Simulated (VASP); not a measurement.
# Sn7H2 in VASP: a series of runs

The runs below take Sn7H2 through single point, with PBEsol.

Program: VASP 6.6.1. These are calculated values, not measurements. Logs are shortened: lines on timing, memory, paths and dates and some standing lists are left out, and cuts for length are marked.

**1. The cell of the first run**

The cell holds a slab with vacuum, 18 atoms: a = 4.626 Å, b = 9.251 Å, c = 23.678 Å, α = 90.00°, β = 90.00°, γ = 90.00°.

**2. Single point, PBEsol**

The input, INCAR:

```
PREC = Accurate
ENCUT = 520
EDIFF = 1E-7
ISMEAR = 0
SIGMA = 0.05
LREAL = Auto
LASPH = T
NELM = 100
ALGO = Normal
ISIF = 2
LWAVE = F
LCHARG = T
LDIPOL = T
IDIPOL = 3
DIPOL = 0.5 0.5 0.362
GGA = PS
LELF = T
LVHAR = T
LVACPOTAV = T
NBANDS = 115
```

The input, KPOINTS:

```
Automatic mesh
0
Gamma
  6 3 1
```

The input, POSCAR:

```
Sn7H2
1.0
    4.6255803528      0.0000000000      0.0000000000
    0.0000000000      9.2511607056      0.0000000000
    0.0000000000      0.0000000000     23.6784741770
Sn H
14 4
Direct
    0.0000000000      0.2500000000      0.2118437377
    0.0000000000      0.7500000000      0.2118437377
    0.0000000000      0.5000000000      0.2809102496
    0.0000000000      0.0000000000      0.2809102496
    0.5000000000      0.5000000000      0.3499767614
    0.5000000000      0.0000000000      0.3499767614
    0.5000000000      0.7503307676      0.4203426154
    0.5000000000      0.2499489251      0.4170031964
    0.0000000000      0.7424905843      0.4901791649
    0.0000000000      0.2618662396      0.4851114065
    0.0000000000     -0.0032202829      0.5599925369
    0.0000000000      0.4959026893      0.5642278744
    0.5000000000      0.1619951698      0.5823750492
    0.5000000000      0.4408635466      0.6359257970
   -0.3045898427      0.2500000000      0.1694126054
    0.3045898427      0.2500000000      0.1694126054
    0.3027625626      0.7500000000      0.1688415084
   -0.3027625626      0.7500000000      0.1688415084
```

Potentials or basis: VASP PAW PBE potentials, release 64 (Sn_d, H).

On the command line:

```bash
cat potpaw_PBE.64/Sn_d/POTCAR potpaw_PBE.64/H/POTCAR > POTCAR
mpirun -np 1 vasp_std > vasp.out
```

OUTCAR:

```text
PREC = Accurate
   ENCUT = 520
   EDIFF = 1E-7
   ISMEAR = 0
   LREAL = Auto
   LASPH = T
   NELM = 100
   ISIF = 2
   GGA = PS

 ion  position               nearest neighbor table
   1  0.000  0.250  0.212-  15 1.73  16 1.73   3 2.83   4 2.83
   2  0.000  0.750  0.212-  17 1.73  18 1.73   3 2.83   4 2.83
   3  0.000  0.500  0.281-   5 2.83   5 2.83   1 2.83   2 2.83
   4  0.000  0.000  0.281-   6 2.83   6 2.83   1 2.83   2 2.83
   5  0.500  0.500  0.350-   8 2.81   3 2.83   3 2.83   7 2.85
   6  0.500  0.000  0.350-   8 2.80   4 2.83   4 2.83   7 2.85
   7  0.500  0.750  0.420-   9 2.84   9 2.84   6 2.85   5 2.85
   8  0.500  0.250  0.417-   6 2.80   5 2.81  10 2.82  10 2.82
   9  0.000  0.742  0.490-   7 2.84   7 2.84  11 2.88  12 2.88
  10  0.000  0.262  0.485-   8 2.82   8 2.82  12 2.86  11 3.03  13 3.39  13 3.39
  11  0.000  0.997  0.560-  13 2.82  13 2.82   9 2.88  10 3.03
  12  0.000  0.496  0.564-  10 2.86   9 2.88  14 2.91  14 2.91
  13  0.500  0.162  0.582-  11 2.82  11 2.82  14 2.87  10 3.39  10 3.39
  14  0.500  0.441  0.636-  13 2.87  12 2.91  12 2.91
  15  0.695  0.250  0.169-   1 1.73
  16  0.305  0.250  0.169-   1 1.73
  17  0.303  0.750  0.169-   2 1.73
  18  0.697  0.750  0.169-   2 1.73

  LATTYP: Found a simple orthorhombic cell.
 ALAT       =     4.6255803528
 B/A-ratio  =     2.0000000000
 C/A-ratio  =     5.1190277481

  Lattice vectors:

 A1 = (   4.6255803528,   0.0000000000,   0.0000000000)
 A2 = (   0.0000000000,   9.2511607056,   0.0000000000)
 A3 = (   0.0000000000,   0.0000000000,  23.6784741770)

Analysis of symmetry for initial positions (statically):
=====================================================================
 Subroutine PRICEL returns:
 Original cell was already a primitive cell.

 Routine SETGRP: Setting up the symmetry group for a
 simple orthorhombic supercell.

 Subroutine GETGRP returns: Found  2 space group operations
 (whereof  2 operations were pure point group operations)
 out of a pool of  8 trial point group operations.

The static configuration has the point symmetry C_1h.

Analysis of symmetry for dynamics (positions and initial velocities):
=====================================================================
 Subroutine PRICEL returns:
 Original cell was already a primitive cell.

 Routine SETGRP: Setting up the symmetry group for a
 simple orthorhombic supercell.

 Subroutine GETGRP returns: Found  2 space group operations
 (whereof  2 operations were pure point group operations)
 out of a pool of  8 trial point group operations.

The dynamic configuration has the point symmetry C_1h.

 Subroutine INISYM returns: Found  2 space group operations
 (whereof  2 operations are pure point group operations),
 and found     1 'primitive' translations

----------------------------------------------------------------------------------------

                                     Primitive cell

  volume of cell :    1013.2490

  direct lattice vectors                    reciprocal lattice vectors
     4.625580353  0.000000000  0.000000000     0.216189088  0.000000000  0.000000000
     0.000000000  9.251160706  0.000000000     0.000000000  0.108094544  0.000000000
     0.000000000  0.000000000 23.678474177     0.000000000  0.000000000  0.042232451

  length of vectors
     4.625580353  9.251160706 23.678474177     0.216189088  0.108094544  0.042232451

  position of ions in fractional coordinates (direct lattice)
     0.000000000  0.250000000  0.211843738
     0.000000000  0.750000000  0.211843738
     0.000000000  0.500000000  0.280910250
     0.000000000  0.000000000  0.280910250
     0.500000000  0.500000000  0.349976761
     0.500000000  0.000000000  0.349976761
[... 10 lines left out ...]
     0.302762563  0.750000000  0.168841508
     0.697237437  0.750000000  0.168841508

  ion indices of the primitive-cell ions
   primitive index   ion index
                 1           1
                 2           2
                 3           3
                 4           4
                 5           5
                 6           6
[... 10 lines left out ...]
                17          17
                18          18

----------------------------------------------------------------------------------------

 KPOINTS: Automatic mesh

Automatic generation of k-mesh.
 Grid dimensions read from file:
 generate k-points for:    6    3    1

 Generating k-lattice:

  Cartesian coordinates                     Fractional coordinates (reciprocal lattice)
     0.036031515  0.000000000  0.000000000     0.166666667  0.000000000  0.000000000
     0.000000000  0.036031515  0.000000000     0.000000000  0.333333333  0.000000000
     0.000000000  0.000000000  0.042232451     0.000000000  0.000000000  1.000000000

  Length of vectors
     0.036031515  0.036031515  0.042232451

  Shift w.r.t. Gamma in fractional coordinates (k-lattice)
     0.000000000  0.000000000  0.000000000

 Subroutine IBZKPT returns following result:
 ===========================================

 Found      8 irreducible k-points:

 Following reciprocal coordinates:
            Coordinates               Weight
  0.000000  0.000000  0.000000      1.000000
  0.166667  0.000000  0.000000      2.000000
  0.333333  0.000000  0.000000      2.000000
  0.500000  0.000000  0.000000      1.000000
  0.000000  0.333333  0.000000      2.000000
  0.166667  0.333333  0.000000      4.000000
  0.333333  0.333333  0.000000      4.000000
  0.500000  0.333333  0.000000      2.000000
   k-points           NKPTS =      8   k-points in BZ     NKDIM =      8   number of bands    NBANDS=    115
   number of dos      NEDOS =    301   number of ions     NIONS =     18
   total plane-waves  NPLWV = 453600
   dimension x,y,z NGX =    36 NGY =   70 NGZ =  180
   dimension x,y,z NGXF=    72 NGYF=  140 NGZF=  360
   ions per type =              14   4
   NGX,Y,Z   is equivalent  to a cutoff of  12.94, 12.58, 12.64 a.u.
   NGXF,Y,Z  is equivalent  to a cutoff of  25.88, 25.16, 25.28 a.u.
 SYSTEM =  unknown system
   PREC   = accura    normal or accurate (medium, high low for compatibility)
   ISTART =      0    job   : 0-new  1-cont  2-samecut
   ICHARG =      2    charge: 1-file 2-atom 10-const
   ISPIN  =      1    spin polarized calculation?
   LNONCOLLINEAR =      F non collinear calculations
   LSORBIT =      F    spin-orbit coupling
   LASPH  =      T    aspherical Exc in radial PAW
   ENCUT  =  520.0 eV  38.22 Ry    6.18 a.u.   8.60 17.20 44.03*2*pi/ulx,y,z
   NELM   =    100;   NELMIN=  2; NELMDL= -5     # of ELM steps
   EDIFF  = 0.1E-06   stopping-criterion for ELM
   LREAL  =      T    real-space projection
   EDIFFG = 0.1E-05   stopping-criterion for IOM
   NSW    =      0    number of steps for IOM
   IBRION =     -1    ionic relax: 0-MD 1-quasi-New 2-CG
   NFREE  =      0    steps in history (QN), initial steepest desc. (CG)
   ISIF   =      2    stress and relaxation
   ISYM   =      2    0-nonsym 1-usesym 2-fastsym
   POTIM  = 0.5000    time-step for ionic-motion
   TEBEG  =    0.0;   TEEND  =   0.0 temperature during run
   PSTRESS=    0.0 pullay stress
   NELECT =     200.0000    total number of electrons
   NUPDOWN=      -1.0000    fix difference up-down
   EMIN   =  10.00;   EMAX   =-10.00  energy-range for DOS
   EFERMI =   0.00;   METHOD = LEGACY
   ISMEAR =     0;   SIGMA  =   0.05  broadening in eV -4-tet -1-fermi 0-gaus
   EFERMI_NEDOS =   21; number of points for ismear=-14 and -15
   IALGO  =     38    algorithm
   IMIX   =      4    mixing-type and parameters
     AMIX     =   0.40;   BMIX     =  1.00
     AMIX_MAG =   1.60;   BMIX_MAG =  1.00
  volume/ion in A,a.u.               =      56.29       379.87
  Fermi-wavevector in a.u.,A,eV,Ry     =   0.953190  1.801268 12.361859  0.908571
  Thomas-Fermi vector in A             =   2.081822
   LORBIT       =      0    0 simple, 1 ext, 2 COOP (PROOUT), +10 PAW based schemes
   GGA     = PS    functional components
   LHFCALC =     F    Hartree Fock is set to
   AEXX    =    0.0000 exact exchange contribution
   IVDW    =     0    specifies the selected vdW correction
   LEPSILON=     F    determine dielectric tensor
   LRPA    =     F    only Hartree local field effects (RPA)
 non-spin polarized calculation
 Gauss-broadening in eV      SIGMA  =   0.05
  energy-cutoff  :      520.00
  volume of cell :     1013.25
 maximum number of plane-waves:     27334
 NGX is ok and might be reduce to    36
   NGX = 17   NGY = 35   NGZ = 89

 dipolmoment           0.000000      0.000000      0.045318 electrons x Angstroem

 number of electron     199.9999978 magnetization

 dipolmoment           0.000000      0.000000     -0.055391 electrons x Angstroem

 Free energy of the ion-electron system (eV)
  ---------------------------------------------------
  ext. energy  EPLUGINS =         0.00000000
  ---------------------------------------------------
  free energy    TOTEN  =       -68.93512159 eV

  energy without entropy =      -68.93511338  energy(sigma->0) =      -68.93511749

 E-fermi :   0.2056     XC(G=0):  -5.0041

 val. band max:        0.0768163198   @ k =   0.0000   0.3333   0.0000
 cond. band min:       0.3344706777   @ k =   0.0000   0.3333   0.0000
 fundamental gap:      0.2576543579
 Fermi energy:         0.2056452910

 k-point     1 :       0.0000    0.0000    0.0000
  band No.  band energies     occupation
      1     -21.4387      2.00000
      2     -21.3967      2.00000
      3     -21.3836      2.00000
      4     -21.3460      2.00000
      5     -21.3241      2.00000
      6     -21.2336      2.00000
[... 104 lines left out ...]
    111       2.9768      0.00000
    112       3.1189      0.00000

 k-point     2 :       0.1667    0.0000    0.0000
  band No.  band energies     occupation
      1     -21.4437      2.00000
      2     -21.3948      2.00000
      3     -21.3856      2.00000
      4     -21.3454      2.00000
      5     -21.3139      2.00000
      6     -21.2394      2.00000
[... 104 lines left out ...]
    111       2.9587      0.00000
    112       3.1601      0.00000

 k-point     3 :       0.3333    0.0000    0.0000
  band No.  band energies     occupation
      1     -21.4519      2.00000
      2     -21.3875      2.00000
      3     -21.3790      2.00000
      4     -21.3483      2.00000
      5     -21.3110      2.00000
      6     -21.2392      2.00000
[... 104 lines left out ...]
    111       3.1501      0.00000
    112       3.2985      0.00000

 k-point     4 :       0.5000    0.0000    0.0000
  band No.  band energies     occupation
      1     -21.4548      2.00000
      2     -21.3853      2.00000
      3     -21.3653      2.00000
      4     -21.3512      2.00000
      5     -21.3214      2.00000
      6     -21.2296      2.00000
[... 104 lines left out ...]
    111       3.2194      0.00000
    112       3.2486      0.00000

 k-point     5 :       0.0000    0.3333    0.0000
  band No.  band energies     occupation
      1     -21.4387      2.00000
      2     -21.3967      2.00000
      3     -21.3836      2.00000
      4     -21.3460      2.00000
      5     -21.3241      2.00000
      6     -21.2333      2.00000
[... 104 lines left out ...]
    111       2.9901      0.00000
    112       3.1944      0.00000

 k-point     6 :       0.1667    0.3333    0.0000
  band No.  band energies     occupation
      1     -21.4437      2.00000
      2     -21.3948      2.00000
      3     -21.3856      2.00000
      4     -21.3454      2.00000
      5     -21.3138      2.00000
      6     -21.2393      2.00000
[... 104 lines left out ...]
    111       3.0038      0.00000
    112       3.2048      0.00000

 k-point     7 :       0.3333    0.3333    0.0000
  band No.  band energies     occupation
      1     -21.4519      2.00000
      2     -21.3874      2.00000
      3     -21.3790      2.00000
      4     -21.3483      2.00000
      5     -21.3109      2.00000
      6     -21.2394      2.00000
[... 104 lines left out ...]
    111       3.1129      0.00000
    112       3.3847      0.00000

 k-point     8 :       0.5000    0.3333    0.0000
  band No.  band energies     occupation
      1     -21.4548      2.00000
      2     -21.3853      2.00000
      3     -21.3653      2.00000
      4     -21.3512      2.00000
      5     -21.3214      2.00000
      6     -21.2301      2.00000
[... 104 lines left out ...]
    111       3.0865      0.00000
    112       3.3826      0.00000
 [bands above 112 left out]

------------------------ aborting loop because EDIFF is reached ----------------------------------------

  FORCE on cell =-STRESS in cart. coord.  units (eV):
  Direction    XX          YY          ZZ          XY          YZ          ZX
  --------------------------------------------------------------------------------------
  -------------------------------------------------------------------------------------
  Total        0.7480257     -2.1276502     -1.2559132      0.0000000     -0.0627173      0.0000000
  in kB        1.1827990     -3.3642994     -1.9858847      0.0000000     -0.0991703      0.0000000
  external PRESSURE =      -1.3891284 kB  Pullay stress =       0.0000000 kB

 VOLUME and BASIS-vectors are now :
 -----------------------------------------------------------------------------
  energy-cutoff  :      520.00
  volume of cell :     1013.25
      direct lattice vectors                 reciprocal lattice vectors
     4.625580353  0.000000000  0.000000000     0.216189088  0.000000000  0.000000000
     0.000000000  9.251160706  0.000000000     0.000000000  0.108094544  0.000000000
     0.000000000  0.000000000 23.678474177     0.000000000  0.000000000  0.042232451

 POSITION                                       TOTAL-FORCE (eV/Angst)
 -----------------------------------------------------------------------------------
      0.00000      2.31279      5.01614         0.000000      0.002966      0.222629
      0.00000      6.93837      5.01614         0.000000     -0.022505      0.166572
      0.00000      4.62558      6.65153         0.000000      0.049137     -0.145189
      0.00000      0.00000      6.65153         0.000000     -0.016286     -0.127547
      2.31279      4.62558      8.28692         0.000000      0.153604     -0.102969
      2.31279      0.00000      8.28692         0.000000     -0.180393     -0.090856
[... 10 lines left out ...]
      1.40045      6.93837      3.99791        -0.030201      0.007822      0.020780
      3.22513      6.93837      3.99791         0.030201      0.007822      0.020780
 -----------------------------------------------------------------------------------
    total drift:                                0.000000     -0.020136     -0.019033

  FREE ENERGIE OF THE ION-ELECTRON SYSTEM (eV)
  ---------------------------------------------------
  free  energy   TOTEN  =       -68.9351215893 eV

  energy  without entropy=      -68.9351133820  energy(sigma->0) =      -68.93511749

 vacuum level on the upper side and lower side of the slab         4.533         4.769
```

It took 71 min on 1 thread of Oxide Virtual Turin-like, shared host; peak memory 1.1 GiB.

Results:

```
Free energy            : -68.9351 eV
Largest force          : 0.223 eV/Å
Band gap on the k mesh : 0.26 eV
```

Forces on the atoms (eV/Å):
```
Sn   0.000  0.003  0.223
Sn   0.000 -0.023  0.167
Sn   0.000  0.049 -0.145
Sn   0.000 -0.016 -0.128
Sn   0.000  0.154 -0.103
Sn   0.000 -0.180 -0.091
Sn   0.000  0.005 -0.004
Sn   0.000  0.004 -0.001
Sn   0.000  0.002  0.009
Sn   0.000  0.011  0.005
Sn   0.000 -0.001 -0.014
Sn   0.000 -0.015  0.017
Sn   0.000 -0.015  0.177
Sn   0.000 -0.001 -0.145
H    0.029  0.004 -0.004
H   -0.029  0.004 -0.004
H   -0.030  0.008  0.021
H    0.030  0.008  0.021
```

Levels at points of the mesh, in eV from the valence-band top:
| k point | band 96 | band 97 | band 98 | band 99 | band 100 | band 101 | band 102 | band 103 | band 104 | band 105 |
| --- | --- | --- | --- | --- | --- | --- | --- | --- | --- | --- |
| (0.00, 0.00, 0.00) | -0.75 | -0.54 | -0.31 | -0.24 | -0.05 | 0.35 | 0.72 | 0.98 | 1.04 | 1.22 |
| (0.50, 0.00, 0.00) | -0.97 | -0.85 | -0.81 | -0.68 | -0.61 | 0.46 | 0.57 | 1.03 | 1.44 | 1.76 |

Caveat: the PAW data sets were made with another functional, which shifts forces and pressure a little; spin-orbit coupling is left out, which moves the levels of the heavy elements.

**3. Single point, PBEsol**

The input, INCAR:

```
SYSTEM = Sn7H2
PREC = Accurate
ENCUT = 520
EDIFF = 1E-7
ISMEAR = 0
SIGMA = 0.05
LREAL = Auto
LASPH = .TRUE.
NELM = 60
ALGO = Normal
ISIF = 2
LWAVE = .FALSE.
LCHARG = .FALSE.
LDIPOL = .TRUE.
IDIPOL = 3
DIPOL = 0.5 0.5 0.361
GGA = PS
NBANDS = 115
```

The input, KPOINTS:

```
Automatic mesh
0
G
  6 3 1
  0 0 0
```

The input, POSCAR:

```
Sn7H2
1.0
    4.6255803528      0.0000000000      0.0000000000
    0.0000000000      9.2511607056      0.0000000000
    0.0000000000      0.0000000000     23.6784741770
Sn H
14 4
Direct
    0.0000000000      0.2500000000      0.2118437377
    0.0000000000      0.7500000000      0.2118437377
    0.0000000000      0.5000000000      0.2809102496
    0.0000000000      0.0000000000      0.2809102496
    0.5000000000      0.5000000000      0.3499767614
    0.5000000000      0.0000000000      0.3499767614
    0.5000000000      0.7526135197      0.4199030667
    0.5000000000      0.2483314436      0.4162847974
    0.0000000000      0.7508057803      0.4894900610
    0.0000000000      0.2512693729      0.4832466478
    0.0000000000      0.0027556270      0.5618252072
    0.0000000000      0.4940901370      0.5554340545
    0.5000000000      0.1609926470      0.5928909295
    0.5000000000      0.4579040875      0.6254521492
   -0.3045898427      0.2500000000      0.1694126054
    0.3045898427      0.2500000000      0.1694126054
    0.3027625626      0.7500000000      0.1688415084
   -0.3027625626      0.7500000000      0.1688415084
```

Potentials or basis: VASP PAW PBE potentials, release 64 (Sn_d, H).

On the command line:

```bash
cat potpaw_PBE.64/Sn_d/POTCAR potpaw_PBE.64/H/POTCAR > POTCAR
mpirun -np 1 vasp_std > vasp.out
```

Run time: 65 min. Hardware: 1 thread of Oxide Virtual Turin-like, shared host; peak memory 1.1 GiB.

The run converged. Its results:

```yaml
Free_energy: -68.9019 eV
Largest_force: 0.359 eV/Å
Band_gap_on_the_k_mesh: 0.32 eV (least direct gap 0.41 eV)
```

Forces on the atoms (eV/Å):
```
Sn   0.000 -0.032  0.230
Sn   0.000  0.012  0.165
Sn   0.000  0.070 -0.153
Sn   0.000 -0.049 -0.123
Sn   0.000  0.136 -0.051
Sn   0.000 -0.149 -0.282
Sn   0.000 -0.006  0.007
Sn   0.000  0.006  0.000
Sn   0.000  0.011  0.013
Sn   0.000 -0.003  0.005
Sn   0.000  0.004 -0.003
Sn   0.000 -0.013  0.006
Sn   0.000 -0.006 -0.207
Sn   0.000  0.005  0.359
H    0.027  0.014 -0.004
H   -0.027  0.014 -0.004
H   -0.031 -0.007  0.020
H    0.031 -0.007  0.020
```

Levels at points of the mesh, in eV from the valence-band top:
```
           k point  band 98  band 99  band 100  band 101  band 102  band 103
(0.00, 0.00, 0.00)    -0.36    -0.26     -0.09      0.32      0.61      1.00
(0.50, 0.00, 0.00)    -0.78    -0.75     -0.61      0.37      0.52      1.02
```

Caveat: the PAW data sets were made with another functional, which shifts forces and pressure a little; spin-orbit coupling is left out, which moves the levels of the heavy elements.
